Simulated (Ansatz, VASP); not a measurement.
# Ni in VASP and in Ansatz

```
Ni
1.0
    -1.38372    1.38372    1.38372
     1.38372   -1.38372    1.38372
     1.38372    1.38372   -1.38372
Ni
1
Cartesian
  0.0000 0.0000 0.0000
```

Alike in both runs: task single point; functional r2SCANh; k mesh 7 × 7 × 7; occupations fermi-dirac, width 0.05 eV; collinear spin.

|  | VASP | Ansatz |
| --- | --- | --- |
| version | VASP 6.6.1 | Ansatz 0.2.0 |
| potentials or method | VASP PAW PBE potentials, release 64 (Ni) | Ansatz PAW |
| plane-wave cutoff (eV) | 520 | 500 |
| valence electrons in the cell | 10 | 18 |

VASP gave:

| Quantity | Value |
| --- | --- |
| gap on the k mesh at the Fermi level (eV) | none |
| pressure (GPa) | -2.4 |
| net moment per atom (μB) | 0.53 |
| size of the moment on the site where the two differ most (μB) | 0.55 |

Problem. What did Ansatz give for the same quantities?

Solution. gap on the k mesh at the Fermi level (eV): none; pressure (GPa): -2.9; net moment per atom (μB): 0.53; size of the moment on the site where the two differ most (μB): 0.61.

VASP's potentials were made for PBE, not for r2SCANh. Site moments also hang on the region over which each program counts them. A gap of «none» marks a metal or a gap that the smearing closes. The functional is the same, so the differences come from potentials, cutoffs and numerics. VASP's potentials hold 10 valence electrons a cell and Ansatz's 18, so a difference there can come from the potentials and not from the codes.

The k mesh is coarse, so the values compare programs but aren't converged. Noted on Ansatz's run: the magnetic or orbital state may not be the lowest.
